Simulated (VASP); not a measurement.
A run of VASP 6.6.1 is set up as follows.

Contents of INCAR:

```
ALGO = Normal
EDIFF = 1E-8
ENCUT = 600
IBRION = 6
ISIF = 3
ISMEAR = -1
LASPH = True
LCHARG = False
LMIXTAU = True
LREAL = False
LWAVE = False
METAGGA = R2SCAN
NELM = 100
NFREE = 2
NSW = 1
POTIM = 0.015
PREC = Accurate
SIGMA = 0.1
```

KPOINTS

```
k-points
0
Gamma
  7 7 7
```

Contents of POSCAR:

```
Pb
1.0
    0.0000000000      2.4750200000      2.4750200000
    2.4750200000      0.0000000000      2.4750200000
    2.4750200000      2.4750200000      0.0000000000
Pb
1
Direct
    0.0000000000      0.0000000000      0.0000000000
```

Potentials or basis: VASP PAW PBE potentials, release 64 (Pb_d).

The run is started by

```sh
$ cat potpaw_PBE.64/Pb_d/POTCAR > POTCAR
$ mpirun -np 1 vasp_std > vasp.out
```

Task: What does it give for the elastic constants C11, C12, C44?

Result: 62, 45, 25 GPa.

Task: Estimate the Voigt bulk modulus.

Result: 51 GPa.

Clamped-ion elastic tensor (GPa):
```
62 45 45  0  0  0
45 62 45  0  0  0
45 45 62  0  0  0
 0  0  0 25  0  0
 0  0  0  0 25  0
 0  0  0  0  0 25
```

Caveat: the cell is under stress, which shifts elastic constants; the PAW data sets were made with another functional, which shifts forces and pressure a little.
